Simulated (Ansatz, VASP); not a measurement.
**One calculation of Cd3HgS4, two programs**

```xyz
8
Lattice="-2.9715 2.9715 5.9435 2.9715 -2.9715 5.9435 2.9715 2.9715 -5.9435" Properties=species:S:1:pos:R:3 pbc="T T T"
Cd    0.0000    0.0000    5.9435
Cd    2.9715    0.0000    2.9717
Cd    0.0000    2.9715    2.9717
Hg    0.0000    0.0000    0.0000
S     1.4729    1.4729    4.4445
S     1.4986    1.4986   -1.4990
S    -1.4729    1.4729    7.4425
S     1.4729   -1.4729    7.4425
```

Alike in both runs: functional PBE; k mesh 4 × 4 × 4; occupations gaussian, width 0.1 eV; no spin polarisation.

Ansatz relaxed the structure, and its values are those at the end. VASP's run is a single point on that final structure, the one shown.

|  | VASP | Ansatz |
| --- | --- | --- |
| version | VASP 6.6.1 | Ansatz 0.2.0 |
| potentials or method | VASP PAW PBE potentials, release 64 (Cd, Hg, S), cutoff 520 eV | scalar-relativistic, plane waves, PAW |
| valence electrons in the cell | 72 | 104 |

```tsv
	VASP	Ansatz	Ansatz less VASP
gap on the k mesh at the Fermi level (eV)	0.63	0.62	-0.001
least direct gap on the mesh (eV)	0.63	0.62	-0.001
pressure (GPa)	0.3	0.0	-0.30
rms of the force components (eV/Å)	0.006	0.006	-0.0007
```

VASP's potentials hold 72 valence electrons a cell and Ansatz's 104, so a difference there can come from the potentials and not from the codes.

Spin-orbit coupling is off throughout.
